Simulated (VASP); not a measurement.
Runs of VASP 6.6.1 on MnO2. It takes space group P4_2/mnm (No. 136, tetragonal). Conventional cell: a = 4.398 Å, b = 4.398 Å, c = 2.873 Å, α = 90.00°, β = 90.00°, γ = 90.00°. Mn (site symmetry mmm) has 6 O at 1.88 to 1.90 Å within 2.5 Å. O (site symmetry m2m) has 3 Mn at 1.88 to 1.90 Å and 1 O at 2.42 Å within 2.5 Å. 

| spin | cutoff (eV) | gap on the mesh (eV) | pressure (GPa) | moment (μB) | largest force (eV/Å) |
| --- | --- | --- | --- | --- | --- |
| collinear, ferromagnetic start | 520 | none | 17.6 | 6.06 | 0.20 |
| collinear | 600 | none | 17.3 | 6.06 | 0.20 |
| collinear | 520 | none | (b) | 2.01 | 0.43 |
| collinear, antiferromagnetic start | 600 | 0.23 | 14.3 | (a) | 0.14 |

Alike in all rows: task single point; level PBE+U; potentials or basis VASP PAW PBE potentials, release 64 (Mn_pv, O); Mn d U = 6.3 eV; cell as given; k mesh 5 × 5 × 7; smearing gaussian 0.1 eV.

Q: Fill in the values left out.

A: (a) 0.00; (b) 12.6.

Caveats: the cell stands under pressure; an odd mesh through Γ misses points on the zone boundary, where band edges can lie (at least some runs).

A gap of «none» marks levels without a gap at the run's occupations.
